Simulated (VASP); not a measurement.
Here is a VASP 6.6.1 calculation.

INCAR

```
ALGO     = Normal         # electronic algorithm
EDIFF    = 1E-6           # SCF threshold, eV
ENCUT    = 500            # plane-wave cutoff, eV
GGA      = RE             # functional
GGA_COMPAT= False        
ISIF     = 2              # what is computed and relaxed
ISMEAR   = 0              # smearing method
IVDW     = 12             # dispersion correction
LASPH    = True           # aspherical terms in the spheres
LCHARG   = False          # write CHGCAR
LREAL    = False          # projectors in reciprocal space
LWAVE    = False          # write WAVECAR
NBANDS   = 17             # bands
NELM     = 120            # most SCF steps
PREC     = Accurate       # precision mode
SIGMA    = 0.05           # smearing width, eV
```

The input KPOINTS:

```
k-points
0
Gamma
  8 8 8
```

POSCAR

```
SnSe
1.0
    0.0000000000      3.0099999632      3.0099999632
    3.0099999632      0.0000000000      3.0099999632
    3.0099999632      3.0099999632      0.0000000000
Sn Se
1 1
Direct
    0.0000000000      0.0000000000      0.0000000000
    0.5000000000      0.5000000000      0.5000000000
```

Potentials or basis: VASP PAW PBE potentials, release 64 (Sn_d, Se).

The run is started by

```console
$ cat potpaw_PBE.64/Sn_d/POTCAR potpaw_PBE.64/Se/POTCAR > POTCAR
$ mpirun -np 1 vasp_std > vasp.out
```

**Question.** What does it give for the pressure?

**Answer.** -2.0 GPa.

**Question.** Estimate the band gap on the k mesh.

**Answer.** 0.55 eV.

Caveat: the PAW data sets were made with another functional, which shifts forces and pressure a little; spin-orbit coupling is left out, which moves the levels of the heavy elements. A k mesh can miss the band edges.
